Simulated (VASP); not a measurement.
# KBr (F-43m) in VASP: further runs, part 2 of 2

VASP 6.6.1.

### 6 Single point, HSE06

Contents of POSCAR:

```
KBr
1.0
    0.0000000000      3.6882992926      3.6882992926
    3.6882992926      0.0000000000      3.6882992926
    3.6882992926      3.6882992926      0.0000000000
K Br
1 1
Direct
    0.0000000000      0.0000000000      0.0000000000
    0.2500000000      0.2500000000      0.2500000000
```

Contents of INCAR.step1:

```
PREC = Accurate
ENCUT = 520
EDIFF = 1E-5
ISMEAR = 0
SIGMA = 0.05
LREAL = False
LASPH = True
NELM = 80
ALGO = Normal
ISIF = 2
LWAVE = True
LCHARG = False
NBANDS = 15
GGA = PE
```

Contents of INCAR.step2:

```
PREC = Accurate
ENCUT = 520
EDIFF = 1E-6
ISMEAR = 0
SIGMA = 0.05
LREAL = False
LASPH = True
NELM = 80
ALGO = Normal
ISIF = 2
LWAVE = False
LCHARG = False
GGA = PE
LHFCALC = True
HFSCREEN = 0.2079
PRECFOCK = Normal
NBANDS = 15
ISTART = 1
```

Contents of KPOINTS:

```
Automatic mesh
0
Gamma
  4 4 4
```

Potentials or basis: VASP PAW PBE potentials, release 64 (K_sv, Br).

On the command line:

```sh
> cat potpaw_PBE.64/K_sv/POTCAR potpaw_PBE.64/Br/POTCAR > POTCAR
> cp INCAR.step1 INCAR
> mpirun -np 1 vasp_std > vasp.out
> cp INCAR.step2 INCAR
> mpirun -np 1 vasp_std > vasp.out
```

OUTCAR:

```text
PREC = Accurate
   ENCUT = 520
   EDIFF = 1E-6
   ISMEAR = 0
   LREAL = False
   LASPH = True
   NELM = 80
   ISIF = 2
   GGA = PE
   LHFCALC = True
   HFSCREEN = 0.2079
   PRECFOCK = Normal
   ISTART = 1

 ion  position               nearest neighbor table
   1  0.000  0.000  0.000-   2 3.19   2 3.19   2 3.19   2 3.19
   2  0.250  0.250  0.250-   1 3.19   1 3.19   1 3.19   1 3.19

  LATTYP: Found a face centered cubic cell.
 ALAT       =     7.3765985852

  Lattice vectors:

 A1 = (   0.0000000000,   3.6882992926,   3.6882992926)
 A2 = (   3.6882992926,   0.0000000000,   3.6882992926)
 A3 = (   3.6882992926,   3.6882992926,   0.0000000000)

Analysis of symmetry for initial positions (statically):
=====================================================================
 Subroutine PRICEL returns:
 Original cell was already a primitive cell.

 Routine SETGRP: Setting up the symmetry group for a
 face centered cubic supercell.

 Subroutine GETGRP returns: Found 24 space group operations
 (whereof 24 operations were pure point group operations)
 out of a pool of 48 trial point group operations.

The static configuration has the point symmetry T_d .

Analysis of symmetry for dynamics (positions and initial velocities):
=====================================================================
 Subroutine PRICEL returns:
 Original cell was already a primitive cell.

 Routine SETGRP: Setting up the symmetry group for a
 face centered cubic supercell.

 Subroutine GETGRP returns: Found 24 space group operations
 (whereof 24 operations were pure point group operations)
 out of a pool of 48 trial point group operations.

The dynamic configuration has the point symmetry T_d .

 Subroutine INISYM returns: Found 24 space group operations
 (whereof 24 operations are pure point group operations),
 and found     1 'primitive' translations

[... 111 lines left out ...]
   HFSCREENC=   0.2079 screening length for correlation (either q_TF or 0.3 A-1)
   ENCUTFOCK=  -1.0 apply spherical cutoff to Coloumb kernel
   IVDW    =     0    specifies the selected vdW correction
   LEPSILON=     F    determine dielectric tensor
   LRPA    =     F    only Hartree local field effects (RPA)
 non-spin polarized calculation
 Gauss-broadening in eV      SIGMA  =   0.05
  energy-cutoff  :      520.00
  volume of cell :      100.35
 maximum number of plane-waves:      2733
 NGX is ok and might be reduce to    40
  NGX = 30; NGY = 30; NGZ = 30

 number of electron      15.9999997 magnetization

 Free energy of the ion-electron system (eV)
  ---------------------------------------------------
  ext. energy  EPLUGINS =         0.00000000
  ---------------------------------------------------
  free energy    TOTEN  =        -6.97203485 eV

  energy without entropy =       -6.97203485  energy(sigma->0) =       -6.97203485

 E-fermi :  -3.7198     XC(G=0):  -5.0232

 val. band max:       -3.9978629239   @ k =  -0.2500   0.2500   0.0000
 cond. band min:       1.3930497994   @ k =   0.0000   0.0000   0.0000
 fundamental gap:      5.3909127232
 Fermi energy:        -3.7197530002

 k-point     1 :       0.0000    0.0000    0.0000
  band No.  band energies     occupation
      1     -33.9628      2.00000
      2     -16.8740      2.00000
      3     -16.1059      2.00000
      4     -16.1059      2.00000
      5     -16.1059      2.00000
      6      -4.0105      2.00000
      7      -4.0105      2.00000
      8      -4.0105      2.00000
      9       1.3930      0.00000
     10       6.0758      0.00000
     11       6.0758      0.00000
     12       6.9666      0.00000
     13       6.9666      0.00000
     14       6.9666      0.00000
[... 113 lines left out ...]
      2     -17.1050      2.00000
      3     -16.1289      2.00000
      4     -16.1233      2.00000
      5     -15.8149      2.00000
      6      -4.2665      2.00000
      7      -4.2058      2.00000
      8      -4.0274      2.00000
      9       3.4745      0.00000
     10       4.4059      0.00000
     11       6.0208      0.00000
     12       6.1635      0.00000
     13       6.7906      0.00000
     14       7.2258      0.00000
     15       7.9880      0.00000

------------------------ aborting loop because EDIFF is reached ----------------------------------------

  FORCE on cell =-STRESS in cart. coord.  units (eV):
  Direction    XX          YY          ZZ          XY          YZ          ZX
  --------------------------------------------------------------------------------------
  -------------------------------------------------------------------------------------
  Total        0.1013886      0.1013886      0.1013886      0.0000000      0.0000000      0.0000000
  in kB        1.6187920      1.6187920      1.6187920      0.0000000      0.0000000      0.0000000
  external PRESSURE =       1.6187920 kB  Pullay stress =       0.0000000 kB

 VOLUME and BASIS-vectors are now :
 -----------------------------------------------------------------------------
  energy-cutoff  :      520.00
  volume of cell :      100.35
      direct lattice vectors                 reciprocal lattice vectors
     0.000000000  3.688299293  3.688299293    -0.135563836  0.135563836  0.135563836
     3.688299293  0.000000000  3.688299293     0.135563836 -0.135563836  0.135563836
     3.688299293  3.688299293  0.000000000     0.135563836  0.135563836 -0.135563836

 POSITION                                       TOTAL-FORCE (eV/Angst)
 -----------------------------------------------------------------------------------
      0.00000      0.00000      0.00000        -0.000000     -0.000000     -0.000000
      1.84415      1.84415      1.84415         0.000000      0.000000      0.000000
 -----------------------------------------------------------------------------------
    total drift:                                0.000001     -0.000000     -0.000005

  FREE ENERGIE OF THE ION-ELECTRON SYSTEM (eV)
  ---------------------------------------------------
  free  energy   TOTEN  =        -6.9720348535 eV

  energy  without entropy=       -6.9720348535  energy(sigma->0) =       -6.97203485
```

OUTCAR.step1:

```text
PREC = Accurate
   ENCUT = 520
   EDIFF = 1E-5
   ISMEAR = 0
   LREAL = False
[... 348 lines left out ...]
      0.00000      0.00000      0.00000         0.000000      0.000000      0.000000
      1.84415      1.84415      1.84415        -0.000000     -0.000000     -0.000000
 -----------------------------------------------------------------------------------
    total drift:                               -0.000000     -0.000000     -0.000000

  FREE ENERGIE OF THE ION-ELECTRON SYSTEM (eV)
  ---------------------------------------------------
  free  energy   TOTEN  =        -6.0347745339 eV

  energy  without entropy=       -6.0347745339  energy(sigma->0) =       -6.03477453
```

OSZICAR.step1:

```text
N       E                     dE             d eps       ncg     rms          rms(c)
DAV:   1     0.103543878212E+03    0.10354E+03   -0.64736E+03   240   0.896E+02
DAV:   2     0.196169272071E+01   -0.10158E+03   -0.93084E+02   296   0.206E+02
DAV:   3    -0.603099765846E+01   -0.79927E+01   -0.79615E+01   317   0.550E+01
DAV:   4    -0.635569692250E+01   -0.32470E+00   -0.32455E+00   407   0.934E+00
DAV:   5    -0.635692254376E+01   -0.12256E-02   -0.12256E-02   324   0.711E-01    0.317E+00
DAV:   6    -0.604540731746E+01    0.31152E+00   -0.40784E-01   331   0.266E+00    0.223E+00
DAV:   7    -0.600976961858E+01    0.35638E-01   -0.20579E-01   331   0.212E+00    0.110E+00
DAV:   8    -0.603062695119E+01   -0.20857E-01   -0.25059E-02   332   0.101E+00    0.196E-01
DAV:   9    -0.603259130089E+01   -0.19643E-02   -0.12154E-03   296   0.193E-01    0.133E-01
DAV:  10    -0.603472236886E+01   -0.21311E-02   -0.17449E-03   240   0.224E-01    0.323E-02
DAV:  11    -0.603476033264E+01   -0.37964E-04   -0.97514E-05   310   0.657E-02    0.106E-02
DAV:  12    -0.603477411364E+01   -0.13781E-04   -0.17477E-05   231   0.310E-02    0.625E-03
DAV:  13    -0.603477453392E+01   -0.42028E-06   -0.16335E-06   253   0.768E-03
   1 F= -.60347745E+01 E0= -.60347745E+01  d E =-.451801E-12
```

Run time: 18 min. Hardware: 1 thread of Oxide Virtual Turin-like, shared host; peak memory 0.32 GiB.

What came out:

| Item | Value |
| --- | --- |
| Free energy | -6.9720 eV |
| Pressure | 0.2 GPa |
| Band gap on the k mesh | 5.39 eV (least direct gap 5.40 eV) |

Levels at points of the mesh, in eV from the valence-band top:
| k point | band 6 | band 7 | band 8 | band 9 | band 10 | band 11 |
| --- | --- | --- | --- | --- | --- | --- |
| (0.00, 0.00, 0.00) | -0.01 | -0.01 | -0.01 | 5.39 | 10.07 | 10.07 |
| (0.50, 0.00, 0.00) | -0.40 | 0.00 | 0.00 | 7.69 | 8.15 | 9.52 |
| (0.50, 0.50, 0.00) | -0.44 | -0.02 | -0.02 | 7.19 | 8.38 | 10.27 |

Caveat: the PAW data sets were made with another functional, which shifts forces and pressure a little. A k mesh can miss the band edges.

### 7 Summary

```csv
level,smearing,share of exact exchange,screening parameter,gap on the mesh (eV),pressure (GPa)
PBE-based screened hybrid with 30 % exact exchange,gaussian 0.01 eV,0.3,0.3 1/Å,5.34,0.1
PBE-based screened hybrid with 100 % exact exchange,gaussian 0.01 eV,1,0.1 1/Å,10.41,-0.3
PBE-based global hybrid with 35 % exact exchange,gaussian 0.01 eV,0.35,-,6.89,0.1
PBE-based screened hybrid with 50 % exact exchange,gaussian 0.01 eV,0.5,0.3 1/Å,6.08,0.0
HSE06,gaussian 0.05 eV,0.25,0.2079 1/Å,5.39,0.2
```

Alike in all rows: task single point; potentials or basis VASP PAW PBE potentials, release 64 (K_sv, Br); no spin polarisation; cell as given; k mesh 4 × 4 × 4; cutoff (eV) 520.

On the cell as given the gap runs from 5.34 eV (PBE-based screened hybrid with 30 % exact exchange) to 10.41 eV (PBE-based screened hybrid with 100 % exact exchange). The pressure there spans -0.3 GPa (PBE-based screened hybrid with 100 % exact exchange) to 0.2 GPa (HSE06); a positive pressure means that this level wants a larger cell, a negative one a smaller.

Caveats: the PAW data sets were made with another functional, which shifts forces and pressure a little.

Absolute energies hang on the potentials; compare differences alone.
